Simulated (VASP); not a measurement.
# CaO (Fm-3m) in VASP: further runs

Aim: see how the results for CaO move with the level of theory and the settings. Levels: HSE06, r2SCAN. Tasks: single point.

All numbers are computed with VASP 6.6.1; they aren't measurements. Logs are shortened: lines on timing, memory, paths and dates and some standing lists are left out, and cuts for length are marked.

**1. The cell of the first run**

The structure is cubic, space group Fm-3m (No. 225). The conventional cell has a = 4.831 Å, b = 4.831 Å, c = 4.831 Å, α = 90.00°, β = 90.00°, γ = 90.00°. Within 3.2 Å of Ca (site symmetry m-3m) lie 6 O at 2.42 Å. O (site symmetry m-3m) has 6 Ca at 2.42 Å within 3.2 Å.

**2. Single point, HSE06**

The input, POSCAR:

```
CaO
1.0
    0.0000000000      2.4154225699      2.4154225699
    2.4154225699      0.0000000000      2.4154225699
    2.4154225699      2.4154225699      0.0000000000
Ca O
1 1
Direct
    0.5000000000      0.5000000000      0.5000000000
    0.0000000000      0.0000000000      0.0000000000
```

The input, INCAR.step1:

```
SYSTEM = CaO
PREC     = Accurate       ! precision mode
ENCUT    = 520            ! plane-wave cutoff, eV
EDIFF    = 1E-5           ! SCF threshold, eV
ISMEAR   = 0              ! smearing method
SIGMA    = 0.05           ! smearing width, eV
LREAL    = .FALSE.        ! projectors in reciprocal space
LASPH    = .TRUE.         ! aspherical terms in the spheres
NELM     = 100            ! most SCF steps
ALGO     = Normal         ! electronic algorithm
ISIF     = 2              ! what is computed and relaxed
LWAVE    = .TRUE.         ! write WAVECAR
LCHARG   = .FALSE.        ! write CHGCAR
GGA      = PE             ! functional
NBANDS   = 15             ! bands
```

The input, INCAR.step2:

```
SYSTEM = CaO
PREC     = Accurate       ! precision mode
ENCUT    = 520            ! plane-wave cutoff, eV
EDIFF    = 1E-7           ! SCF threshold, eV
ISMEAR   = 0              ! smearing method
SIGMA    = 0.05           ! smearing width, eV
LREAL    = .FALSE.        ! projectors in reciprocal space
LASPH    = .TRUE.         ! aspherical terms in the spheres
NELM     = 100            ! most SCF steps
ALGO     = Normal         ! electronic algorithm
ISIF     = 2              ! what is computed and relaxed
LWAVE    = .FALSE.        ! write WAVECAR
LCHARG   = .FALSE.        ! write CHGCAR
GGA      = PE             ! functional
LHFCALC  = .TRUE.         ! exact exchange
HFSCREEN = 0.2079         ! screening, 1/A
PRECFOCK = Normal       
ISTART   = 1            
NBANDS   = 15             ! bands
```

The input, KPOINTS:

```
regular mesh
0
G
  6 6 6
  0 0 0
```

Potentials or basis: VASP PAW PBE potentials, release 64 (Ca_sv, O).

Launch:

```console
$ cat potpaw_PBE.64/Ca_sv/POTCAR potpaw_PBE.64/O/POTCAR > POTCAR
$ cp INCAR.step1 INCAR
$ mpirun -np 1 vasp_std > vasp.out
$ cp INCAR.step2 INCAR
$ mpirun -np 1 vasp_std > vasp.out
```

OUTCAR:

```text
SYSTEM = CaO
   PREC = Accurate
   ENCUT = 520
   EDIFF = 1E-7
   ISMEAR = 0
   LREAL = .FALSE.
   LASPH = .TRUE.
   NELM = 100
   ISIF = 2
   GGA = PE
   LHFCALC = .TRUE.
   HFSCREEN = 0.2079
   PRECFOCK = Normal
   ISTART = 1

 ion  position               nearest neighbor table
   1  0.500  0.500  0.500-   2 2.42   2 2.42   2 2.42   2 2.42   2 2.42   2 2.42
   2  0.000  0.000  0.000-   1 2.42   1 2.42   1 2.42   1 2.42   1 2.42   1 2.42

  LATTYP: Found a face centered cubic cell.
 ALAT       =     4.8308451398

  Lattice vectors:

 A1 = (   0.0000000000,   2.4154225699,   2.4154225699)
 A2 = (   2.4154225699,   0.0000000000,   2.4154225699)
 A3 = (   2.4154225699,   2.4154225699,   0.0000000000)

Analysis of symmetry for initial positions (statically):
=====================================================================
 Subroutine PRICEL returns:
 Original cell was already a primitive cell.

 Routine SETGRP: Setting up the symmetry group for a
 face centered cubic supercell.

 Subroutine GETGRP returns: Found 48 space group operations
 (whereof 48 operations were pure point group operations)
 out of a pool of 48 trial point group operations.

The static configuration has the point symmetry O_h .

Analysis of symmetry for dynamics (positions and initial velocities):
=====================================================================
 Subroutine PRICEL returns:
 Original cell was already a primitive cell.

 Routine SETGRP: Setting up the symmetry group for a
 face centered cubic supercell.

 Subroutine GETGRP returns: Found 48 space group operations
 (whereof 48 operations were pure point group operations)
 out of a pool of 48 trial point group operations.

The dynamic configuration has the point symmetry O_h .

 Subroutine INISYM returns: Found 48 space group operations
 (whereof 48 operations are pure point group operations),
 and found     1 'primitive' translations

----------------------------------------------------------------------------------------

                                     Primitive cell

  volume of cell :      28.1844

  direct lattice vectors                    reciprocal lattice vectors
     0.000000000  2.415422570  2.415422570    -0.207003117  0.207003117  0.207003117
     2.415422570  0.000000000  2.415422570     0.207003117 -0.207003117  0.207003117
     2.415422570  2.415422570  0.000000000     0.207003117  0.207003117 -0.207003117

  length of vectors
[... 90 lines left out ...]
   IALGO  =     38    algorithm
   IMIX   =      1    mixing-type and parameters
     AMIX     =   0.40;   BMIX     =  1.00
     AMIX_MAG =   1.60;   BMIX_MAG =  1.00
  volume/ion in A,a.u.               =      14.09        95.10
  Fermi-wavevector in a.u.,A,eV,Ry     =   1.355538  2.561595 25.000479  1.837483
  Thomas-Fermi vector in A             =   2.482617
   LORBIT       =      0    0 simple, 1 ext, 2 COOP (PROOUT), +10 PAW based schemes
   GGA     = PE    functional components
   LHFCALC =     T    Hartree Fock is set to
   PRECFOCK=normal    Normal, Fast or Accurate (Low or Medium for compatibility)
   ENCUT4O =  -1.0   cutoff for four orbital integrals eV
   NKREDX  =     1    reduce k-point grid by
   NKREDY  =     1    reduce k-point grid by
   NKREDZ  =     1    reduce k-point grid by
   AEXX    =    0.2500 exact exchange contribution
   HFSCREEN=    0.2079 screening length (either q_TF or 0.3 A-1)
   HFSCREENC=   0.2079 screening length for correlation (either q_TF or 0.3 A-1)
   ENCUTFOCK=  -1.0 apply spherical cutoff to Coloumb kernel
   IVDW    =     0    specifies the selected vdW correction
   LEPSILON=     F    determine dielectric tensor
   LRPA    =     F    only Hartree local field effects (RPA)
 non-spin polarized calculation
 Gauss-broadening in eV      SIGMA  =   0.05
  energy-cutoff  :      520.00
  volume of cell :       28.18
 maximum number of plane-waves:       769
 NGX is ok and might be reduce to    28
  NGX = 20; NGY = 20; NGZ = 20

 number of electron      15.9999999 magnetization

 Free energy of the ion-electron system (eV)
  ---------------------------------------------------
  ext. energy  EPLUGINS =         0.00000000
  ---------------------------------------------------
  free energy    TOTEN  =       -14.87677198 eV

  energy without entropy =      -14.87677198  energy(sigma->0) =      -14.87677198

 E-fermi :   1.5722     XC(G=0):  -8.5580

 val. band max:        1.2097100632   @ k =   0.0000   0.0000   0.0000
 cond. band min:       6.5050325475   @ k =   0.5000   0.5000   0.0000
 fundamental gap:      5.2953224843
 Fermi energy:         1.5721681456

 k-point     1 :       0.0000    0.0000    0.0000
  band No.  band energies     occupation
      1     -39.0469      2.00000
      2     -18.3473      2.00000
      3     -18.3473      2.00000
      4     -18.3473      2.00000
      5     -15.7995      2.00000
      6       1.2097      2.00000
      7       1.2097      2.00000
      8       1.2097      2.00000
      9       7.2979      0.00000
     10       9.3538      0.00000
     11       9.3538      0.00000
     12       9.3538      0.00000
     13      10.9569      0.00000
     14      10.9569      0.00000
[... 257 lines left out ...]
      2     -18.8575      2.00000
      3     -18.7647      2.00000
      4     -18.6701      2.00000
      5     -15.1986      2.00000
      6      -0.1196      2.00000
      7       0.0742      2.00000
      8       0.3447      2.00000
      9       7.9546      0.00000
     10      10.8270      0.00000
     11      11.5926      0.00000
     12      13.0359      0.00000
     13      13.1159      0.00000
     14      16.1098      0.00000
     15      16.5731      0.00000

------------------------ aborting loop because EDIFF is reached ----------------------------------------

  FORCE on cell =-STRESS in cart. coord.  units (eV):
  Direction    XX          YY          ZZ          XY          YZ          ZX
  --------------------------------------------------------------------------------------
  -------------------------------------------------------------------------------------
  Total       -0.2753428     -0.2753428     -0.2753428      0.0000000      0.0000000     -0.0000000
  in kB      -15.6521838    -15.6521838    -15.6521838      0.0000000      0.0000000     -0.0000000
  external PRESSURE =     -15.6521838 kB  Pullay stress =       0.0000000 kB

 VOLUME and BASIS-vectors are now :
 -----------------------------------------------------------------------------
  energy-cutoff  :      520.00
  volume of cell :       28.18
      direct lattice vectors                 reciprocal lattice vectors
     0.000000000  2.415422570  2.415422570    -0.207003117  0.207003117  0.207003117
     2.415422570  0.000000000  2.415422570     0.207003117 -0.207003117  0.207003117
     2.415422570  2.415422570  0.000000000     0.207003117  0.207003117 -0.207003117

 POSITION                                       TOTAL-FORCE (eV/Angst)
 -----------------------------------------------------------------------------------
      2.41542      2.41542      2.41542        -0.000000      0.000000      0.000000
      0.00000      0.00000      0.00000         0.000000     -0.000000     -0.000000
 -----------------------------------------------------------------------------------
    total drift:                                0.000000      0.000000      0.000000

  FREE ENERGIE OF THE ION-ELECTRON SYSTEM (eV)
  ---------------------------------------------------
  free  energy   TOTEN  =       -14.8767719793 eV

  energy  without entropy=      -14.8767719793  energy(sigma->0) =      -14.87677198
```

OUTCAR.step1:

```text
SYSTEM = CaO
   PREC = Accurate
   ENCUT = 520
   EDIFF = 1E-5
   ISMEAR = 0
   LREAL = .FALSE.
   LASPH = .TRUE.
[... 499 lines left out ...]
      2.41542      2.41542      2.41542        -0.000000      0.000000     -0.000000
      0.00000      0.00000      0.00000         0.000000     -0.000000      0.000000
 -----------------------------------------------------------------------------------
    total drift:                                0.000000      0.000000      0.000000

  FREE ENERGIE OF THE ION-ELECTRON SYSTEM (eV)
  ---------------------------------------------------
  free  energy   TOTEN  =       -12.8051976004 eV

  energy  without entropy=      -12.8051976004  energy(sigma->0) =      -12.80519760
```

It took 15 min on 1 thread of Intel Xeon 6975P-C (Granite Rapids), shared host; peak memory 0.26 GiB.

Results:

```
Free energy            : -14.8768 eV
Pressure               : -1.6 GPa
Band gap on the k mesh : 5.30 eV (least direct gap 5.72 eV)
```

Levels at points of the mesh, in eV from the valence-band top:
```csv
k point,band 6,band 7,band 8,band 9,band 10,band 11
"(0.00, 0.00, 0.00)",0.00,0.00,0.00,6.09,8.14,8.14
"(0.50, 0.00, 0.00)",-2.78,-1.23,-1.23,8.96,9.94,10.50
"(0.50, 0.50, 0.00)",-1.45,-0.43,-0.43,5.30,10.02,11.04
```

Caveat: the PAW data sets were made with another functional, which shifts forces and pressure a little. A k mesh can miss the band edges.

**3. Single point, r2SCAN**

POSCAR is that of step 2.

The input, INCAR.step1:

```
PREC     = Accurate       # precision mode
ENCUT    = 910            # plane-wave cutoff, eV
ISMEAR   = 0              # smearing method
SIGMA    = 0.05           # smearing width, eV
LREAL    = F              # projectors in reciprocal space
LASPH    = T              # aspherical terms in the spheres
NELM     = 120            # most SCF steps
NBANDS   = 15             # bands
GGA      = PE             # functional
ALGO     = Normal         # electronic algorithm
EDIFF    = 1E-5           # SCF threshold, eV
LWAVE    = T              # write WAVECAR
LCHARG   = F              # write CHGCAR
GGA_COMPAT= F
```

The input, INCAR.step2:

```
PREC     = Accurate       # precision mode
ENCUT    = 910            # plane-wave cutoff, eV
EDIFF    = 1E-6           # SCF threshold, eV
ISMEAR   = 0              # smearing method
SIGMA    = 0.05           # smearing width, eV
LREAL    = F              # projectors in reciprocal space
LASPH    = T              # aspherical terms in the spheres
NELM     = 120            # most SCF steps
ALGO     = Normal         # electronic algorithm
ISIF     = 2              # what is computed and relaxed
LWAVE    = F              # write WAVECAR
LCHARG   = F              # write CHGCAR
METAGGA  = R2SCAN         # meta-GGA
LMIXTAU  = T            
NBANDS   = 15             # bands
ISTART   = 1            
GGA_COMPAT= F
```

The input, KPOINTS:

```
Automatic mesh
0
Gamma
  12 12 12
```

Potentials or basis: VASP PAW PBE potentials, release 64 (Ca_sv, O_h).

Launch:

```console
$ cat potpaw_PBE.64/Ca_sv/POTCAR potpaw_PBE.64/O_h/POTCAR > POTCAR
$ cp INCAR.step1 INCAR
$ mpirun -np 1 vasp_std > vasp.out
$ cp INCAR.step2 INCAR
$ mpirun -np 1 vasp_std > vasp.out
```

OUTCAR:

```text
PREC = Accurate
   ENCUT = 910
   EDIFF = 1E-6
   ISMEAR = 0
   LREAL = F
   LASPH = T
   NELM = 120
   ISIF = 2
   METAGGA = R2SCAN
   ISTART = 1

 ion  position               nearest neighbor table
   1  0.500  0.500  0.500-
   2  0.000  0.000  0.000-

  LATTYP: Found a face centered cubic cell.
 ALAT       =     4.8308451398

  Lattice vectors:

[... 615 lines left out ...]
     14      14.1396      0.00000
     15      17.0136      0.00000

 [... further k-points ...]

------------------------ aborting loop because EDIFF is reached ----------------------------------------

  FORCE on cell =-STRESS in cart. coord.  units (eV):
  Direction    XX          YY          ZZ          XY          YZ          ZX
  --------------------------------------------------------------------------------------
  -------------------------------------------------------------------------------------
  Total       -0.2951880     -0.2951880     -0.2951880      0.0000000     -0.0000000      0.0000000
  in kB      -16.7803077    -16.7803077    -16.7803077      0.0000000     -0.0000000      0.0000000
  external PRESSURE =     -16.7803077 kB  Pullay stress =       0.0000000 kB

 VOLUME and BASIS-vectors are now :
 -----------------------------------------------------------------------------
  energy-cutoff  :      910.00
  volume of cell :       28.18
      direct lattice vectors                 reciprocal lattice vectors
     0.000000000  2.415422570  2.415422570    -0.207003117  0.207003117  0.207003117
     2.415422570  0.000000000  2.415422570     0.207003117 -0.207003117  0.207003117
     2.415422570  2.415422570  0.000000000     0.207003117  0.207003117 -0.207003117

 POSITION                                       TOTAL-FORCE (eV/Angst)
 -----------------------------------------------------------------------------------
      2.41542      2.41542      2.41542         0.000000      0.000000     -0.000000
      0.00000      0.00000      0.00000        -0.000000     -0.000000      0.000000
 -----------------------------------------------------------------------------------
    total drift:                                0.000000      0.000000      0.000000

  FREE ENERGIE OF THE ION-ELECTRON SYSTEM (eV)
  ---------------------------------------------------
  free  energy   TOTEN  =       -19.4629082966 eV

  energy  without entropy=      -19.4629082966  energy(sigma->0) =      -19.46290830
```

OUTCAR.step1:

```text
PREC = Accurate
   ENCUT = 910
   ISMEAR = 0
   LREAL = F
   LASPH = T
[... 653 lines left out ...]
 -----------------------------------------------------------------------------------
      2.41542      2.41542      2.41542        -0.000000     -0.000000     -0.000000
      0.00000      0.00000      0.00000         0.000000      0.000000      0.000000
 -----------------------------------------------------------------------------------
    total drift:                                0.000000      0.000000      0.000000

  FREE ENERGIE OF THE ION-ELECTRON SYSTEM (eV)
  ---------------------------------------------------
  free  energy   TOTEN  =       -12.8116463307 eV

  energy  without entropy=      -12.8116463307  energy(sigma->0) =      -12.81164633
```

OSZICAR.step1:

```text
N       E                     dE             d eps       ncg     rms          rms(c)
DAV:   1     0.159452559286E+03    0.15945E+03   -0.11194E+04  2160   0.165E+03
DAV:   2    -0.232316062907E+00   -0.15968E+03   -0.14436E+03  2671   0.356E+02
DAV:   3    -0.137647351671E+02   -0.13532E+02   -0.13219E+02  2609   0.900E+01
DAV:   4    -0.145032919334E+02   -0.73856E+00   -0.73800E+00  3206   0.170E+01
DAV:   5    -0.145068388794E+02   -0.35469E-02   -0.35465E-02  2602   0.143E+00    0.872E+00
DAV:   6    -0.128851817857E+02    0.16217E+01   -0.50070E+00  2844   0.217E+01    0.376E+00
DAV:   7    -0.128146773311E+02    0.70504E-01   -0.44941E-01  2429   0.716E+00    0.184E+00
DAV:   8    -0.128130705903E+02    0.16067E-02   -0.98812E-02  2811   0.349E+00    0.510E-01
DAV:   9    -0.128109402061E+02    0.21304E-02   -0.62587E-03  2336   0.680E-01    0.132E-01
DAV:  10    -0.128116634962E+02   -0.72329E-03   -0.96937E-04  2699   0.299E-01    0.478E-02
DAV:  11    -0.128116456261E+02    0.17870E-04   -0.57575E-05  2988   0.905E-02    0.796E-03
DAV:  12    -0.128116463307E+02   -0.70464E-06   -0.90315E-06  2071   0.321E-02
   1 F= -.12811646E+02 E0= -.12811646E+02  d E =-.128387E-15
```

Run time: 3.1 min. Hardware: 1 thread of Intel Xeon Platinum 8488C (Sapphire Rapids), shared host; peak memory 0.26 GiB.

What came out:

```
Free energy            : -19.4629 eV
Pressure               : -1.7 GPa
Band gap on the k mesh : 4.20 eV (least direct gap 4.57 eV)
```

Caveat: the cutoff is under 1.25 times the usual one of these potentials, so pressure, stress and relaxed cells hold a basis-set (Pulay) error; the PAW data sets were made with another functional, which shifts forces and pressure a little. A k mesh can miss the band edges.
